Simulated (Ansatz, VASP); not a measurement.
Cu in VASP and in Ansatz

File INCAR:

```
SYSTEM = Cu
PREC = Accurate ; ENCUT = 600
EDIFF = 1E-6 ; ISMEAR = -1
SIGMA = 0.068 ; LREAL = .False.
LASPH = .True. ; NELM = 120
ALGO = Normal ; ISIF = 2
LWAVE = .False. ; LCHARG = .True.
GGA = PE ; LELF = .True.
LVHAR = .True. ; NBANDS = 18
GGA_COMPAT = .False.
```

Contents of KPOINTS:

```
Automatic mesh
0
Gamma
  6 6 4
  0 0 0
```

POSCAR

```
Cu
1.0
    2.8415995962      0.0000000000      0.0000000000
   -1.4207997981      2.4608974377      0.0000000000
    0.0000000000      0.0000000000      4.6116157416
Cu
2
Direct
    0.3333333333      0.6666666667      0.2500000000
    0.6666666667      0.3333333333      0.7500000000
```

Input for Ansatz:

```yaml
crystal:
  lattice:
    - [2.8415995962, 0.0, 0.0]
    - [-1.4207997981, 2.4608974377, 0.0]
    - [0.0, 0.0, 4.6116157416]
  atoms:
    - { symbol: Cu, position: [0.3333333333, 0.6666666667, 0.25] }
    - { symbol: Cu, position: [0.6666666667, 0.3333333333, 0.75] }
basis: {}
kpoints:
  mp_grid: { grid: [6, 6, 4] }
hamiltonian:
  xc: pbe
scf:
  occupations: { method: fermi_dirac, width: 0.068 }
output:
  forces: true
  stress: true
  eigenvalues: true
```

Alike in both runs: task single point; functional PBE; k mesh 6 × 6 × 4; occupations fermi-dirac, width 0.068 eV; no spin polarisation.

|  | VASP | Ansatz |
| --- | --- | --- |
| version | VASP 6.6.1 | Ansatz 0.2.0 |
| potentials or method | VASP PAW PBE potentials, release 64 (Cu) | scalar-relativistic, plane waves, PAW |
| plane-wave cutoff (eV) | 600 | 420 |
| valence electrons in the cell | 22 | 38 |

VASP gave:

```
gap on the k mesh at the Fermi level (eV)                     : none
pressure (GPa)                                                : -18.6
traceless stress, the component that is largest in VASP (GPa) : -1.37
```

Question: What did Ansatz give for the same quantities?

Answer: gap on the k mesh at the Fermi level (eV): none; pressure (GPa): -19.1; traceless stress, the component that is largest in VASP (GPa): -1.33.

A gap of «none» marks a metal or a gap that the smearing closes. The functional is the same, so the differences come from potentials, cutoffs and numerics. VASP's potentials hold 22 valence electrons a cell and Ansatz's 38, so a difference there can come from the potentials and not from the codes.

The k mesh is coarse, so the values compare programs but aren't converged.
